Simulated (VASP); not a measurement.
# Al2O3 (Pnnm) in VASP: a series of runs, part 2 of 2

VASP 6.6.1. The steps go on from the part before.

## Step 4: Single point, LDA (strain +0.0300 x Voigt [1, -1, 0, 0, 0, 0])

File INCAR:

```
SYSTEM = Al2O3
PREC = Accurate ; ENCUT = 520
EDIFF = 1E-6 ; ISMEAR = 0
SIGMA = 0.05 ; LREAL = .False.
LASPH = .True. ; NELM = 100
ALGO = Normal ; ISIF = 2
LWAVE = .False. ; LCHARG = .False.
GGA = CA ; NBANDS = 35
```

File KPOINTS:

```
Automatic mesh
0
Gamma
  6 4 8
  0 0 0
```

File POSCAR:

```
Al2O3
1.0
    4.7303632836      0.0000000000      0.0000000000
    0.0000000000      9.2859275033      0.0000000000
    0.0000000000      0.0000000000      2.9745879034
Al O
4 6
Direct
    0.4138788494      0.3309999366      0.5000000000
    0.5861211506      0.6690000634      0.5000000000
    0.9138788494      0.1690000634      0.0000000000
    0.0861211506      0.8309999366      0.0000000000
    0.7315554251      0.2226862107      0.5000000000
    0.0000000000      0.0000000000      0.0000000000
    0.7684445749      0.7226862107      0.0000000000
    0.2315554251      0.2773137893      0.0000000000
    0.2684445749      0.7773137893      0.5000000000
    0.5000000000      0.5000000000      0.5000000000
```

Potentials or basis: VASP PAW LDA potentials, release 64 (Al, O).

Command:

```
$ cat potpaw_LDA.64/Al/POTCAR potpaw_LDA.64/O/POTCAR > POTCAR
$ mpirun -np 1 vasp_std > vasp.out
```

OUTCAR:

```text
SYSTEM = Al2O3
   PREC = Accurate
   ENCUT = 520
   EDIFF = 1E-6
   ISMEAR = 0
   LREAL = .False.
   LASPH = .True.
   NELM = 100
   ISIF = 2
   GGA = CA

 ion  position               nearest neighbor table
   1  0.414  0.331  0.500-  10 1.62   8 1.79   8 1.79   5 1.81   3 3.17   3 3.17   3 3.17   3 3.17
                             2 3.24
   2  0.586  0.669  0.500-  10 1.62   7 1.79   7 1.79   9 1.81   4 3.17   4 3.17   4 3.17   4 3.17
                             1 3.24
   3  0.914  0.169  0.000-   6 1.62   5 1.79   5 1.79   8 1.81   1 3.17   1 3.17   1 3.17   1 3.17
                             4 3.24
   4  0.086  0.831  0.000-   6 1.62   9 1.79   9 1.79   7 1.81   2 3.17   2 3.17   2 3.17   2 3.17
                             3 3.24
   5  0.732  0.223  0.500-   3 1.79   3 1.79   1 1.81
   6  0.000  0.000  0.000-   3 1.62   4 1.62
   7  0.768  0.723  0.000-   2 1.79   2 1.79   4 1.81
   8  0.232  0.277  0.000-   1 1.79   1 1.79   3 1.81
   9  0.268  0.777  0.500-   4 1.79   4 1.79   2 1.81
  10  0.500  0.500  0.500-   1 1.62   2 1.62

  LATTYP: Found a simple orthorhombic cell.
 ALAT       =     2.9745879034
 B/A-ratio  =     1.5902583609
 C/A-ratio  =     3.1217525939

[... 212 lines left out ...]
      5     -14.5281      2.00000
      6     -14.3294      2.00000
[... 901 lines left out ...]
     34      12.7423      0.00000
     35      12.7448      0.00000

 [... further k-points ...]

------------------------ aborting loop because EDIFF is reached ----------------------------------------

  FORCE on cell =-STRESS in cart. coord.  units (eV):
  Direction    XX          YY          ZZ          XY          YZ          ZX
  --------------------------------------------------------------------------------------
  -------------------------------------------------------------------------------------
  Total       -1.8772024     11.1054674     -1.1871864     -0.0000000      0.0000000      0.0000000
  in kB      -23.0183974    136.1760810    -14.5573691     -0.0000000      0.0000000      0.0000000
  external PRESSURE =      32.8667715 kB  Pullay stress =       0.0000000 kB

 VOLUME and BASIS-vectors are now :
 -----------------------------------------------------------------------------
  energy-cutoff  :      520.00
  volume of cell :      130.66
      direct lattice vectors                 reciprocal lattice vectors
     4.730363284  0.000000000  0.000000000     0.211400254  0.000000000  0.000000000
     0.000000000  9.285927503  0.000000000     0.000000000  0.107689835  0.000000000
     0.000000000  0.000000000  2.974587903     0.000000000  0.000000000  0.336181022

 POSITION                                       TOTAL-FORCE (eV/Angst)
 -----------------------------------------------------------------------------------
      1.95780      3.07364      1.48729        -0.308041     -1.727486      0.000000
      2.77257      6.21229      1.48729         0.308041      1.727486     -0.000000
      4.32298      1.56932      0.00000        -0.308041      1.727486      0.000000
      0.40738      7.71661      0.00000         0.308041     -1.727486     -0.000000
      3.46052      2.06785      1.48729        -0.082736      0.065935      0.000000
      0.00000      0.00000      0.00000        -0.000000      0.000000      0.000000
      3.63502      6.71081      0.00000         0.082736      0.065935      0.000000
      1.09534      2.57512      0.00000        -0.082736     -0.065935      0.000000
      1.26984      7.21808      1.48729         0.082736     -0.065935      0.000000
      2.36518      4.64296      1.48729        -0.000000      0.000000      0.000000
 -----------------------------------------------------------------------------------
    total drift:                                0.000000     -0.000000      0.000000

  FREE ENERGIE OF THE ION-ELECTRON SYSTEM (eV)
  ---------------------------------------------------
  free  energy   TOTEN  =       -80.7406511388 eV

  energy  without entropy=      -80.7406511388  energy(sigma->0) =      -80.74065114
```

OSZICAR:

```text
N       E                     dE             d eps       ncg     rms          rms(c)
DAV:   1     0.242652045930E+03    0.24265E+03   -0.23361E+04  4200   0.124E+03
DAV:   2    -0.740329658007E+02   -0.31669E+03   -0.30266E+03  5504   0.275E+02
DAV:   3    -0.933902952399E+02   -0.19357E+02   -0.19261E+02  5328   0.712E+01
DAV:   4    -0.935924708997E+02   -0.20218E+00   -0.20200E+00  5104   0.833E+00
DAV:   5    -0.935950843275E+02   -0.26134E-02   -0.26128E-02  5277   0.939E-01    0.209E+01
DAV:   6    -0.812040289657E+02    0.12391E+02   -0.46196E+01  4772   0.351E+01    0.804E+00
DAV:   7    -0.809495409246E+02    0.25449E+00   -0.10998E+00  4815   0.555E+00    0.388E+00
DAV:   8    -0.807729501679E+02    0.17659E+00   -0.10350E-01  5300   0.219E+00    0.144E+00
DAV:   9    -0.807387639964E+02    0.34186E-01   -0.33829E-02  5285   0.142E+00    0.218E-01
DAV:  10    -0.807402578410E+02   -0.14938E-02   -0.58346E-03  4811   0.382E-01    0.174E-01
DAV:  11    -0.807407554209E+02   -0.49758E-03   -0.25769E-03  4834   0.311E-01    0.923E-02
DAV:  12    -0.807406371243E+02    0.11830E-03   -0.90982E-04  5316   0.187E-01    0.159E-02
DAV:  13    -0.807406488331E+02   -0.11709E-04   -0.87997E-05  4698   0.519E-02    0.846E-03
DAV:  14    -0.807406512376E+02   -0.24045E-05   -0.52480E-06  4793   0.115E-02    0.379E-03
DAV:  15    -0.807406511388E+02    0.98800E-07   -0.88749E-07  3544   0.549E-03
   1 F= -.80740651E+02 E0= -.80740651E+02  d E =-.167060E-15
```

stdout:

```text
POSCAR found type information on POSCAR AlO
 POSCAR found :  2 types and      10 ions
 scaLAPACK will be used
 LDA part: xc-table for (Slater(with rela. corr.)+CA(PZ))
 , standard interpolation
 POSCAR, INCAR and KPOINTS ok, starting setup
 FFT: planning ... GRIDC
 FFT: planning ... GRID_SOFT
 FFT: planning ... GRID
 WAVECAR not read
 entering main loop
```

Wall time 2.5 min (1 thread of AMD EPYC 9R45 (Zen 5), shared host); peak memory 0.28 GiB.

Results:

```yaml
Free_energy: -80.7407 eV
Pressure: 3.3 GPa
Largest_force: 1.755 eV/Å
Band_gap_on_the_k_mesh: 3.74 eV
```

Forces in eV/Å, atoms in the order of the input:
```
Al  -0.308 -1.727  0.000
Al   0.308  1.727  0.000
Al  -0.308  1.727  0.000
Al   0.308 -1.727  0.000
O   -0.083  0.066  0.000
O    0.000  0.000  0.000
O    0.083  0.066  0.000
O   -0.083 -0.066  0.000
O    0.083 -0.066  0.000
O    0.000  0.000  0.000
```

Caveat: the cell differs from its parent crystal (strain +0.0300 x Voigt [1, -1, 0, 0, 0, 0]); the stress differs along the axes, from -2 to 14 GPa; forces of over 1 eV/Å act on the atoms, so gaps and moduli don't describe the material at rest. A k mesh can miss the band edges.

## Step 5: Summary

```tsv
cell	gap on the mesh (eV)	pressure (GPa)	largest force (eV/Å)
a = 4.409, b = 9.956, c = 2.975 Å, 10 atoms	3.05	-1.2	1.70
a = 4.776, b = 9.190, c = 2.975 Å, 10 atoms	3.83	4.3	2.39
a = 4.730, b = 9.286, c = 2.975 Å, 10 atoms	3.74	3.3	1.75
```

Alike in all rows: task single point; level LDA; potentials or basis VASP PAW LDA potentials, release 64 (Al, O); no spin polarisation; k mesh 6 × 4 × 8; cutoff (eV) 520; smearing gaussian 0.05 eV.

Caveats: forces of over 1 eV/Å act on the atoms, so gaps and moduli don't describe the material at rest; the stress differs along the axes, from -12 to 5 GPa (at least some runs); the stress differs along the axes, from -3 to 18 GPa (at least some runs); the stress differs along the axes, from -2 to 14 GPa (at least some runs).

Total energies depend on the potentials used, so only differences within one code and one set of settings carry meaning.
